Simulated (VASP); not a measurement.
Input of a VASP 6.6.1 run:

Contents of POSCAR:

```
CdF2
1.0
    2.6026389563      2.6026389563      0.0000000000
   -2.6026389563      2.6026389563      0.0000000000
    0.0000000000      2.6026389563      2.6026389563
Cd F
1 2
Direct
    0.0000000000      0.0000000000      0.0000000000
    0.2500000000      0.7500000000      0.5000000000
    0.7500000000      0.2500000000      0.5000000000
```

INCAR.step1

```
PREC = Accurate
ENCUT = 770
ISMEAR = 0
SIGMA = 0.01
LREAL = False
LASPH = True
NELM = 120
NBANDS = 24
GGA = PE
ALGO = Normal
EDIFF = 1E-5
LWAVE = True
LCHARG = False
GGA_COMPAT = False
```

INCAR.step2

```
PREC = Accurate
ENCUT = 770
EDIFF = 1E-6
ISMEAR = 0
SIGMA = 0.01
LREAL = False
LASPH = True
NELM = 120
ALGO = Normal
ISIF = 2
LWAVE = False
LCHARG = True
METAGGA = R2SCAN
LMIXTAU = True
LELF = True
LVHAR = True
NBANDS = 24
ISTART = 1
GGA_COMPAT = False
```

Contents of KPOINTS:

```
regular mesh
0
Gamma
  8 8 8
```

Potentials or basis: VASP PAW PBE potentials, release 64 (Cd_sv_GW, F).

Command:

```sh
$ cat potpaw_PBE.64/Cd_sv_GW/POTCAR potpaw_PBE.64/F/POTCAR > POTCAR
$ cp INCAR.step1 INCAR
$ mpirun -np 1 vasp_std > vasp.out
$ cp INCAR.step2 INCAR
$ mpirun -np 1 vasp_std > vasp.out
```

Question: Estimate the band gap on the k mesh.

Answer: 4.17 eV (least direct gap 4.53 eV).

Question: Predict the pressure.

Answer: 14.6 GPa.

Caveat: the cell stands under pressure; the PAW data sets were made with another functional, which shifts forces and pressure a little. A k mesh can miss the band edges.
